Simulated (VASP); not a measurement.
# AlN (F-43m) in VASP: further runs, part 2 of 2

VASP 6.6.1.

### 4 Relaxation of cell and atoms, PBEsol, target pressure 4 GPa, at which the enthalpy is minimised

Contents of INCAR:

```
SYSTEM = AlN
PREC = Accurate
ENCUT = 600
EDIFF = 1E-6
ISMEAR = 0
SIGMA = 0.01
LREAL = .False.
LASPH = .True.
NELM = 80
ALGO = Normal
ISIF = 3
LWAVE = .False.
LCHARG = .False.
GGA = PS
IBRION = 2
NSW = 100
EDIFFG = -0.002
PSTRESS = 40.0
```

Contents of KPOINTS:

```
Automatic mesh
0
Gamma
  10 10 10
  0 0 0
```

Contents of POSCAR:

```
AlN
1.0
    0.0000000000      2.1886811988      2.1886811988
    2.1886811988      0.0000000000      2.1886811988
    2.1886811988      2.1886811988      0.0000000000
Al N
1 1
Direct
    0.0000000000      0.0000000000      0.0000000000
    0.2500000000      0.2500000000      0.2500000000
```

Potentials or basis: VASP PAW PBE potentials, release 64 (Al, N).

Started as:

```console
> cat potpaw_PBE.64/Al/POTCAR potpaw_PBE.64/N/POTCAR > POTCAR
> mpirun -np 1 vasp_std > vasp.out
```

OUTCAR:

```text
SYSTEM = AlN
   PREC = Accurate
   ENCUT = 600
   EDIFF = 1E-6
   ISMEAR = 0
   LREAL = .False.
   LASPH = .True.
   NELM = 80
   ISIF = 3
   GGA = PS
   IBRION = 2
   NSW = 100
   EDIFFG = -0.002
   PSTRESS = 40.0

 ion  position               nearest neighbor table
   1  0.000  0.000  0.000-   2 1.90   2 1.90   2 1.90   2 1.90
   2  0.250  0.250  0.250-   1 1.90   1 1.90   1 1.90   1 1.90

  LATTYP: Found a face centered cubic cell.
 ALAT       =     4.3773623976

  Lattice vectors:

 A1 = (   0.0000000000,   2.1886811988,   2.1886811988)
 A2 = (   2.1886811988,   0.0000000000,   2.1886811988)
 A3 = (   2.1886811988,   2.1886811988,   0.0000000000)

Analysis of symmetry for initial positions (statically):
=====================================================================
 Subroutine PRICEL returns:
 Original cell was already a primitive cell.

 Routine SETGRP: Setting up the symmetry group for a
 face centered cubic supercell.

 Subroutine GETGRP returns: Found 24 space group operations
 (whereof 24 operations were pure point group operations)
 out of a pool of 48 trial point group operations.

The static configuration has the point symmetry T_d .

Analysis of symmetry for dynamics (positions and initial velocities):
[... 169 lines left out ...]
  Total       -0.0144583     -0.0144583     -0.0144583     -0.0000000      0.0000000     -0.0000000
  in kB       -1.1047178     -1.1047178     -1.1047178     -0.0000000      0.0000000     -0.0000000
  external PRESSURE =     -41.1047178 kB  Pullay stress =      40.0000000 kB
[... 63 lines left out ...]
--------------------------------------- Ionic step        3  -------------------------------------------

 number of electron       8.0000000 magnetization

 Free energy of the ion-electron system (eV)
  ---------------------------------------------------
  ext. energy  EPLUGINS =         0.00000000
  ---------------------------------------------------
  free energy    TOTEN  =       -15.60818632 eV

  energy without entropy =      -15.60818632  energy(sigma->0) =      -15.60818632

 E-fermi :   6.0687     XC(G=0): -11.1871

 val. band max:        6.0029169741   @ k =   0.0000   0.0000   0.0000
 cond. band min:       9.1961359156   @ k =   0.5000   0.5000   0.0000
 fundamental gap:      3.1932189414
 Fermi energy:         6.0687200711

 k-point     1 :       0.0000    0.0000    0.0000
  band No.  band energies     occupation
      1      -9.0332      2.00000
      2       6.0029      2.00000
      3       6.0029      2.00000
      4       6.0029      2.00000
      5      10.2526      0.00000
      6      18.6016      0.00000
      7      18.6016      0.00000
      8      18.6016      0.00000
[... 243 lines left out ...]
 k-point    24 :       0.4000    0.3000    0.0000
  band No.  band energies     occupation
      1      -6.9591      2.00000
      2       1.7946      2.00000
      3       4.2691      2.00000
      4       4.5764      2.00000
      5      10.8310      0.00000
      6      15.4967      0.00000
      7      18.3375      0.00000
      8      20.6347      0.00000

 [... further k-points ...]

------------------------ aborting loop because EDIFF is reached ----------------------------------------

  FORCE on cell =-STRESS in cart. coord.  units (eV):
  Direction    XX          YY          ZZ          XY          YZ          ZX
  --------------------------------------------------------------------------------------
  -------------------------------------------------------------------------------------
  Total        0.5115932      0.5115932      0.5115932      0.0000000     -0.0000000      0.0000000
  in kB       39.8632924     39.8632924     39.8632924      0.0000000     -0.0000000      0.0000000
  external PRESSURE =      -0.1367076 kB  Pullay stress =      40.0000000 kB
[... 21 lines left out ...]
  energy  without entropy=      -15.6081863192  energy(sigma->0) =      -15.60818632

  enthalpy is  TOTEN    =       -15.0948386857 eV   P V=        0.5133476335

 reached required accuracy - stopping structural energy minimisation
```

CONTCAR:

```text
AlN
   1.00000000000000
     0.0000000000000000    2.1744231004437413    2.1744231004437413
     2.1744231004437413    0.0000000000000000    2.1744231004437413
     2.1744231004437413    2.1744231004437413   -0.0000000000000000
  Al              N
     1     1
Direct
     0.0000000000000000    0.0000000000000000    0.0000000000000000
     0.2500000000000000    0.2500000000000000    0.2500000000000000

  0.00000000E+00  0.00000000E+00  0.00000000E+00
  0.00000000E+00  0.00000000E+00  0.00000000E+00
```

Wall time 13 s (1 thread of AMD EPYC 9R45 (Zen 5), shared host); peak memory 0.13 GiB.

What came out:

```
Free energy                                            : -15.6082 eV
Relaxed volume                                         : 10.28 Å³/atom
Relaxed cell                                           : a = 3.075 Å, b = 3.075 Å, c = 3.075 Å, α = 60.00°, β = 60.00°, γ = 60.00°
Space group after relaxing (to 0.05 Å)                 : F-43m (No. 216)
Energy change on relaxing (the enthalpy is what falls) : +2.4 meV/atom
Ionic steps                                            : 3
Pressure after relaxing                                : 4.0 GPa
Band gap on the k mesh                                 : 3.19 eV, indirect (least direct gap 4.25 eV)
```

The path:
```
step  energy change (eV)  largest force (eV/Å)  pressure (GPa)  volume (Å³)
   1              0.0000                0.0000           -0.11        20.97
   2              0.0202                0.0000            8.44        20.16
   3              0.0048                0.0000            3.99        20.56
```

Final structure:
```
Al N
1.0
     0.00000    2.17442    2.17442
     2.17442    0.00000    2.17442
     2.17442    2.17442    0.00000
Al N
1 1
Cartesian
  0.0000 0.0000 0.0000
  1.0872 1.0872 1.0872
```

Caveat: the cell is relaxed towards a set pressure, so the enthalpy falls and the energy may rise; the PAW data sets were made with another functional, which shifts forces and pressure a little. A k mesh can miss the band edges.

### 5 Relaxation of cell and atoms, PBEsol, target pressure 7 GPa, at which the enthalpy is minimised

Contents of INCAR:

```
SYSTEM = AlN
ALGO     = Normal         ! electronic algorithm
EDIFF    = 1E-6           ! SCF threshold, eV
EDIFFG   = -0.002         ! ionic threshold
ENCUT    = 600            ! plane-wave cutoff, eV
GGA      = PS             ! functional
IBRION   = 2              ! ionic algorithm
ISIF     = 3              ! what is computed and relaxed
ISMEAR   = 0              ! smearing method
LASPH    = .True.         ! aspherical terms in the spheres
LCHARG   = .False.        ! write CHGCAR
LREAL    = .False.        ! projectors in reciprocal space
LWAVE    = .False.        ! write WAVECAR
NELM     = 80             ! most SCF steps
NSW      = 100            ! ionic steps
PREC     = Accurate       ! precision mode
PSTRESS  = 70.0         
SIGMA    = 0.01           ! smearing width, eV
```

Contents of KPOINTS:

```
k-points
0
Gamma
  10 10 10
  0 0 0
```

POSCAR is that of step 4.

Started as:

```console
> cat potpaw_PBE.64/Al/POTCAR potpaw_PBE.64/N/POTCAR > POTCAR
> mpirun -np 1 vasp_std > vasp.out
```

It took 18 s on 1 thread of AMD EPYC 9R45 (Zen 5), shared host; peak memory 0.13 GiB.

Results (log left out):

- Free energy: -15.5988 eV
- Relaxed volume: 10.14 Å³/atom
- Relaxed cell: a = 3.061 Å, b = 3.061 Å, c = 3.061 Å, α = 60.00°, β = 60.00°, γ = 60.00°
- Space group after relaxing (to 0.05 Å): F-43m (No. 216)
- Energy change on relaxing (the enthalpy is what falls): +7.1 meV/atom
- Ionic steps: 6
- Pressure after relaxing: 7.0 GPa
- Band gap on the k mesh: 3.20 eV, indirect (least direct gap 4.37 eV)

Step by step:
```tsv
step	energy change (eV)	largest force (eV/Å)	pressure (GPa)	volume (Å³)
1	0.0000	0.0000	-0.11	20.97
2	0.0629	0.0000	15.61	19.59
3	0.0141	0.0000	6.95	20.29
4	0.0147	0.0000	7.11	20.28
5	0.0139	0.0000	6.91	20.30
6	0.0142	0.0000	7.00	20.29
```

Final structure:
```xyz
2
Lattice="0.0000 2.1647 2.1647 2.1647 0.0000 2.1647 2.1647 2.1647 0.0000" Properties=species:S:1:pos:R:3 pbc="T T T"
Al    2.1647    0.0000    2.1647
N     1.0823    1.0823    1.0823
```

Levels at points of the mesh, in eV from the valence-band top:
| k point | band 1 | band 2 | band 3 | band 4 | band 5 | band 6 | band 7 | band 8 |
| --- | --- | --- | --- | --- | --- | --- | --- | --- |
| (0.00, 0.00, 0.00) | -15.12 | 0.00 | 0.00 | 0.00 | 4.37 | 12.73 | 12.73 | 12.73 |
| (0.50, 0.00, 0.00) | -12.95 | -6.03 | -0.48 | -0.48 | 7.53 | 9.95 | 11.20 | 11.20 |
| (0.50, 0.50, 0.00) | -12.28 | -5.03 | -1.82 | -1.82 | 3.20 | 8.64 | 14.24 | 15.96 |

Caveat: the cell is relaxed towards a set pressure, so the enthalpy falls and the energy may rise; the PAW data sets were made with another functional, which shifts forces and pressure a little. A k mesh can miss the band edges.

### 6 The runs side by side

| cell | gap on the mesh (eV) | pressure (GPa) |
| --- | --- | --- |
| relaxed to 1 GPa | 3.19 | 1.0 |
| relaxed to 2 GPa | 3.19 | 2.0 |
| relaxed to 4 GPa | 3.19 | 4.0 |
| relaxed to 7 GPa | 3.20 | 7.0 |

Alike in all rows: task relaxation of cell and atoms; level PBEsol; potentials or basis VASP PAW PBE potentials, release 64 (Al, N); no spin polarisation; k mesh 10 × 10 × 10; cutoff (eV) 600; smearing gaussian 0.01 eV.

Caveats: the cell is relaxed towards a set pressure, so the enthalpy falls and the energy may rise; the PAW data sets were made with another functional, which shifts forces and pressure a little.

Total energies depend on the potentials used, so only differences within one code and one set of settings carry meaning.
